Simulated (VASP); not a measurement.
# NaCl (Fm-3m) in VASP: a series of runs, part 2 of 2

VASP 6.6.1.

## (3) Single point, revPBE

Input file INCAR:

```
ALGO     = Normal         # electronic algorithm
EDIFF    = 1E-6           # SCF threshold, eV
ENCUT    = 500            # plane-wave cutoff, eV
GGA      = RE             # functional
GGA_COMPAT= F            
ISIF     = 2              # what is computed and relaxed
ISMEAR   = 0              # smearing method
LASPH    = T              # aspherical terms in the spheres
LCHARG   = F              # write CHGCAR
LREAL    = F              # projectors in reciprocal space
LWAVE    = F              # write WAVECAR
NBANDS   = 14             # bands
NELM     = 120            # most SCF steps
PREC     = Accurate       # precision mode
SIGMA    = 0.01           # smearing width, eV
```

Input file KPOINTS:

```
k-points
0
Gamma
  4 4 4
```

Input file POSCAR:

```
NaCl
1.0
    0.0000000000      2.8100000000      2.8100000000
    2.8100000000      0.0000000000      2.8100000000
    2.8100000000      2.8100000000      0.0000000000
Na Cl
1 1
Direct
    0.0000000000      0.0000000000      0.0000000000
    0.5000000000      0.5000000000      0.5000000000
```

Potentials or basis: VASP PAW PBE potentials, release 64 (Na_pv, Cl).

Launch:

```sh
$ cat potpaw_PBE.64/Na_pv/POTCAR potpaw_PBE.64/Cl/POTCAR > POTCAR
$ mpirun -np 1 vasp_std > vasp.out
```

OUTCAR:

```text
EDIFF = 1E-6
   ENCUT = 500
   GGA = RE
   ISIF = 2
   ISMEAR = 0
   LASPH = T
   LREAL = F
   NELM = 120
   PREC = Accurate

 ion  position               nearest neighbor table
   1  0.000  0.000  0.000-
   2  0.500  0.500  0.500-

  LATTYP: Found a face centered cubic cell.
 ALAT       =     5.6200000000

  Lattice vectors:

 A1 = (   0.0000000000,   2.8100000000,   2.8100000000)
 A2 = (   2.8100000000,   0.0000000000,   2.8100000000)
 A3 = (   2.8100000000,   2.8100000000,   0.0000000000)

Analysis of symmetry for initial positions (statically):
=====================================================================
 Subroutine PRICEL returns:
 Original cell was already a primitive cell.

 Routine SETGRP: Setting up the symmetry group for a
 face centered cubic supercell.

 Subroutine GETGRP returns: Found 48 space group operations
 (whereof 48 operations were pure point group operations)
 out of a pool of 48 trial point group operations.

The static configuration has the point symmetry O_h .

Analysis of symmetry for dynamics (positions and initial velocities):
=====================================================================
 Subroutine PRICEL returns:
 Original cell was already a primitive cell.

 Routine SETGRP: Setting up the symmetry group for a
 face centered cubic supercell.

 Subroutine GETGRP returns: Found 48 space group operations
 (whereof 48 operations were pure point group operations)
 out of a pool of 48 trial point group operations.

The dynamic configuration has the point symmetry O_h .

 Subroutine INISYM returns: Found 48 space group operations
 (whereof 48 operations are pure point group operations),
 and found     1 'primitive' translations

----------------------------------------------------------------------------------------

                                     Primitive cell

  volume of cell :      44.3761

  direct lattice vectors                    reciprocal lattice vectors
     0.000000000  2.810000000  2.810000000    -0.177935943  0.177935943  0.177935943
     2.810000000  0.000000000  2.810000000     0.177935943 -0.177935943  0.177935943
     2.810000000  2.810000000  0.000000000     0.177935943  0.177935943 -0.177935943

  length of vectors
     3.973940110  3.973940110  3.973940110     0.308194094  0.308194094  0.308194094

  position of ions in fractional coordinates (direct lattice)
     0.000000000  0.000000000  0.000000000
     0.500000000  0.500000000  0.500000000

  ion indices of the primitive-cell ions
   primitive index   ion index
                 1           1
                 2           2

----------------------------------------------------------------------------------------

 KPOINTS: k-points

Automatic generation of k-mesh.
 Grid dimensions read from file:
 generate k-points for:    4    4    4

 Generating k-lattice:

  Cartesian coordinates                     Fractional coordinates (reciprocal lattice)
    -0.044483986  0.044483986  0.044483986     0.250000000  0.000000000  0.000000000
     0.044483986 -0.044483986  0.044483986     0.000000000  0.250000000  0.000000000
     0.044483986  0.044483986 -0.044483986     0.000000000  0.000000000  0.250000000

  Length of vectors
     0.077048523  0.077048523  0.077048523

  Shift w.r.t. Gamma in fractional coordinates (k-lattice)
     0.000000000  0.000000000  0.000000000

 Subroutine IBZKPT returns following result:
 ===========================================

 Found      8 irreducible k-points:

 Following reciprocal coordinates:
            Coordinates               Weight
  0.000000  0.000000  0.000000      1.000000
  0.250000  0.000000  0.000000      8.000000
  0.500000  0.000000  0.000000      4.000000
  0.250000  0.250000  0.000000      6.000000
  0.500000  0.250000  0.000000     24.000000
 -0.250000  0.250000  0.000000     12.000000
  0.500000  0.500000  0.000000      3.000000
 -0.250000  0.500000  0.250000      6.000000
   k-points           NKPTS =      8   k-points in BZ     NKDIM =      8   number of bands    NBANDS=     14
   number of dos      NEDOS =    301   number of ions     NIONS =      2
   total plane-waves  NPLWV =  27000
   dimension x,y,z NGX =    30 NGY =   30 NGZ =   30
   dimension x,y,z NGXF=    60 NGYF=   60 NGZF=   60
   ions per type =               1   1
   NGX,Y,Z   is equivalent  to a cutoff of  12.55, 12.55, 12.55 a.u.
   NGXF,Y,Z  is equivalent  to a cutoff of  25.10, 25.10, 25.10 a.u.
 SYSTEM =  unknown system
   PREC   = accura    normal or accurate (medium, high low for compatibility)
   ISTART =      0    job   : 0-new  1-cont  2-samecut
   ICHARG =      2    charge: 1-file 2-atom 10-const
   ISPIN  =      1    spin polarized calculation?
   LNONCOLLINEAR =      F non collinear calculations
   LSORBIT =      F    spin-orbit coupling
   LASPH  =      T    aspherical Exc in radial PAW
   ENCUT  =  500.0 eV  36.75 Ry    6.06 a.u.   7.25  7.25  7.25*2*pi/ulx,y,z
   NELM   =    120;   NELMIN=  2; NELMDL= -5     # of ELM steps
   EDIFF  = 0.1E-05   stopping-criterion for ELM
   LREAL  =      F    real-space projection
   EDIFFG = 0.1E-04   stopping-criterion for IOM
   NSW    =      0    number of steps for IOM
   IBRION =     -1    ionic relax: 0-MD 1-quasi-New 2-CG
   NFREE  =      0    steps in history (QN), initial steepest desc. (CG)
   ISIF   =      2    stress and relaxation
   ISYM   =      2    0-nonsym 1-usesym 2-fastsym
   POTIM  = 0.5000    time-step for ionic-motion
   TEBEG  =    0.0;   TEEND  =   0.0 temperature during run
   PSTRESS=    0.0 pullay stress
   NELECT =      14.0000    total number of electrons
   NUPDOWN=      -1.0000    fix difference up-down
   EMIN   =  10.00;   EMAX   =-10.00  energy-range for DOS
   EFERMI =   0.00;   METHOD = LEGACY
   ISMEAR =     0;   SIGMA  =   0.01  broadening in eV -4-tet -1-fermi 0-gaus
   EFERMI_NEDOS =   21; number of points for ismear=-14 and -15
   IALGO  =     38    algorithm
   IMIX   =      4    mixing-type and parameters
     AMIX     =   0.40;   BMIX     =  1.00
     AMIX_MAG =   1.60;   BMIX_MAG =  1.00
  volume/ion in A,a.u.               =      22.19       149.73
  Fermi-wavevector in a.u.,A,eV,Ry     =   1.114469  2.106040 16.898985  1.242040
  Thomas-Fermi vector in A             =   2.251064
   LORBIT       =      0    0 simple, 1 ext, 2 COOP (PROOUT), +10 PAW based schemes
   GGA     = RE    functional components
   LHFCALC =     F    Hartree Fock is set to
   AEXX    =    0.0000 exact exchange contribution
   IVDW    =     0    specifies the selected vdW correction
   LEPSILON=     F    determine dielectric tensor
   LRPA    =     F    only Hartree local field effects (RPA)
 non-spin polarized calculation
 Gauss-broadening in eV      SIGMA  =   0.01
  energy-cutoff  :      500.00
  volume of cell :       44.38
 maximum number of plane-waves:      1158
 NGX is ok and might be reduce to    30
   NGX = 15   NGY = 15   NGZ = 15

 number of electron      14.0000000 magnetization

 Free energy of the ion-electron system (eV)
  ---------------------------------------------------
  ext. energy  EPLUGINS =         0.00000000
  ---------------------------------------------------
  free energy    TOTEN  =        -6.41694935 eV

  energy without entropy =       -6.41694935  energy(sigma->0) =       -6.41694935

 E-fermi :  -0.4156     XC(G=0):  -7.9207

 val. band max:       -0.5630302176   @ k =   0.0000   0.0000   0.0000
 cond. band min:       4.8609910285   @ k =   0.0000   0.0000   0.0000
 fundamental gap:      5.4240212461
 Fermi energy:        -0.4156178412

 k-point     1 :       0.0000    0.0000    0.0000
  band No.  band energies     occupation
      1     -21.3808      2.00000
      2     -21.3808      2.00000
      3     -21.3808      2.00000
      4     -13.2348      2.00000
      5      -0.5630      2.00000
      6      -0.5630      2.00000
      7      -0.5630      2.00000
      8       4.8610      0.00000
      9      10.7072      0.00000
     10      10.7072      0.00000
     11      10.7072      0.00000
     12      12.8323      0.00000
     13      12.8323      0.00000
     14      14.6514      0.00000
[... 105 lines left out ...]
      1     -21.3949      2.00000
      2     -21.3949      2.00000
      3     -21.3911      2.00000
      4     -12.8298      2.00000
      5      -1.7358      2.00000
      6      -1.7358      2.00000
      7      -1.3068      2.00000
      8       8.5280      0.00000
      9       9.3662      0.00000
     10       9.3662      0.00000
     11      11.0612      0.00000
     12      15.4426      0.00000
     13      15.4426      0.00000
     14      15.9035      0.00000

------------------------ aborting loop because EDIFF is reached ----------------------------------------

  FORCE on cell =-STRESS in cart. coord.  units (eV):
  Direction    XX          YY          ZZ          XY          YZ          ZX
  --------------------------------------------------------------------------------------
  -------------------------------------------------------------------------------------
  Total        0.7370786      0.7370786      0.7370786      0.0000000      0.0000000     -0.0000000
  in kB       26.6118727     26.6118727     26.6118727      0.0000000      0.0000000     -0.0000000
  external PRESSURE =      26.6118727 kB  Pullay stress =       0.0000000 kB

 VOLUME and BASIS-vectors are now :
 -----------------------------------------------------------------------------
  energy-cutoff  :      500.00
  volume of cell :       44.38
      direct lattice vectors                 reciprocal lattice vectors
     0.000000000  2.810000000  2.810000000    -0.177935943  0.177935943  0.177935943
     2.810000000  0.000000000  2.810000000     0.177935943 -0.177935943  0.177935943
     2.810000000  2.810000000  0.000000000     0.177935943  0.177935943 -0.177935943

 POSITION                                       TOTAL-FORCE (eV/Angst)
 -----------------------------------------------------------------------------------
      0.00000      0.00000      0.00000         0.000000     -0.000000     -0.000000
      2.81000      2.81000      2.81000        -0.000000      0.000000      0.000000
 -----------------------------------------------------------------------------------
    total drift:                               -0.000000      0.000000      0.000000

  FREE ENERGIE OF THE ION-ELECTRON SYSTEM (eV)
  ---------------------------------------------------
  free  energy   TOTEN  =        -6.4169493483 eV

  energy  without entropy=       -6.4169493483  energy(sigma->0) =       -6.41694935
```

Wall time 15 s (1 thread of AMD EPYC, shared host); peak memory 0.12 GiB.

What came out:

| Item | Value |
| --- | --- |
| Free energy | -6.4169 eV |
| Pressure | 2.7 GPa |
| Band gap on the k mesh | 5.42 eV |

Levels at points of the mesh, in eV from the valence-band top:
| k point | band 5 | band 6 | band 7 | band 8 | band 9 | band 10 |
| --- | --- | --- | --- | --- | --- | --- |
| (0.00, 0.00, 0.00) | 0.00 | 0.00 | 0.00 | 5.42 | 11.27 | 11.27 |
| (0.50, 0.00, 0.00) | -1.90 | -0.26 | -0.26 | 7.52 | 10.96 | 11.16 |
| (0.50, 0.50, 0.00) | -1.64 | -0.59 | -0.59 | 7.80 | 8.27 | 11.65 |

Caveat: the k points lie up to 0.48 Å⁻¹ apart; the PAW data sets were made with another functional, which shifts forces and pressure a little.

## (4) Single point, PBEsol

Input file INCAR:

```
PREC = Accurate
ENCUT = 500
EDIFF = 1E-6
ISMEAR = 0
SIGMA = 0.01
LREAL = F
LASPH = T
NELM = 120
ALGO = Normal
ISIF = 2
LWAVE = F
LCHARG = T
GGA = PS
LELF = T
LVHAR = T
NBANDS = 14
GGA_COMPAT = F
```

Input file KPOINTS:

```
Automatic mesh
0
Gamma
  4 4 4
```

POSCAR is that of step 3.

Launch:

```sh
$ cat potpaw_PBE.64/Na_pv/POTCAR potpaw_PBE.64/Cl/POTCAR > POTCAR
$ mpirun -np 1 vasp_std > vasp.out
```

It took 13 s on 1 thread of AMD EPYC, shared host; peak memory 0.12 GiB.

Results (log left out):

```yaml
Free_energy: -6.9960 eV
Pressure: -0.2 GPa
Band_gap_on_the_k_mesh: 4.97 eV
```

Levels at points of the mesh, in eV from the valence-band top:
```tsv
k point	band 5	band 6	band 7	band 8	band 9	band 10
(0.00, 0.00, 0.00)	0.00	0.00	0.00	4.97	11.01	11.01
(0.50, 0.00, 0.00)	-2.01	-0.28	-0.28	7.09	10.58	10.89
(0.50, 0.50, 0.00)	-1.73	-0.62	-0.62	7.46	7.88	11.20
```

Caveat: the k points lie up to 0.48 Å⁻¹ apart; the PAW data sets were made with another functional, which shifts forces and pressure a little.

## (5) Single point, BLYP

Input file INCAR:

```
SYSTEM = NaCl
PREC     = Accurate       ! precision mode
ENCUT    = 500            ! plane-wave cutoff, eV
EDIFF    = 1E-6           ! SCF threshold, eV
ISMEAR   = 0              ! smearing method
SIGMA    = 0.01           ! smearing width, eV
LREAL    = .FALSE.        ! projectors in reciprocal space
LASPH    = .TRUE.         ! aspherical terms in the spheres
NELM     = 120            ! most SCF steps
ALGO     = Normal         ! electronic algorithm
ISIF     = 2              ! what is computed and relaxed
LWAVE    = .FALSE.        ! write WAVECAR
LCHARG   = .FALSE.        ! write CHGCAR
GGA      = B5             ! functional
ALDAX    = 1.0          
AGGAX    = 1.0          
AGGAC    = 1.0          
ALDAC    = 0.0          
NBANDS   = 14             ! bands
GGA_COMPAT= .FALSE.
```

Input file KPOINTS:

```
Automatic mesh
0
G
  4 4 4
  0 0 0
```

POSCAR is that of step 4.

Launch:

```sh
$ cat potpaw_PBE.64/Na_pv/POTCAR potpaw_PBE.64/Cl/POTCAR > POTCAR
$ mpirun -np 1 vasp_std > vasp.out
```

Wall time 26 s (1 thread of AMD EPYC, shared host); peak memory 0.12 GiB.

Results (log left out):

```yaml
Free_energy: -6.3738 eV
Pressure: 1.8 GPa
Band_gap_on_the_k_mesh: 5.19 eV
```

Levels at points of the mesh, in eV from the valence-band top:
```csv
k point,band 4,band 5,band 6,band 7,band 8,band 9,band 10,band 11
"(0.00, 0.00, 0.00)",-12.65,0.00,0.00,0.00,5.19,11.15,11.15,11.15
"(0.50, 0.00, 0.00)",-12.31,-1.94,-0.27,-0.27,7.39,10.73,10.98,10.98
"(0.50, 0.50, 0.00)",-12.26,-1.67,-0.60,-0.60,7.50,8.19,11.52,14.85
```

Caveat: the k points lie up to 0.48 Å⁻¹ apart; the PAW data sets were made with another functional, which shifts forces and pressure a little.

## (6) The runs side by side

| level | gap on the mesh (eV) | pressure (GPa) |
| --- | --- | --- |
| RPBE | 5.48 | 2.9 |
| revPBE | 5.42 | 2.7 |
| PBEsol | 4.97 | -0.2 |
| BLYP | 5.19 | 1.8 |

Alike in all rows: task single point; potentials or basis VASP PAW PBE potentials, release 64 (Na_pv, Cl); no spin polarisation; cell as given; k mesh 4 × 4 × 4; cutoff (eV) 500; smearing gaussian 0.01 eV.

Caveats: all runs use coarse meshes; the PAW data sets were made with another functional, which shifts forces and pressure a little.

Total energies depend on the potentials used, so only differences within one code and one set of settings carry meaning.
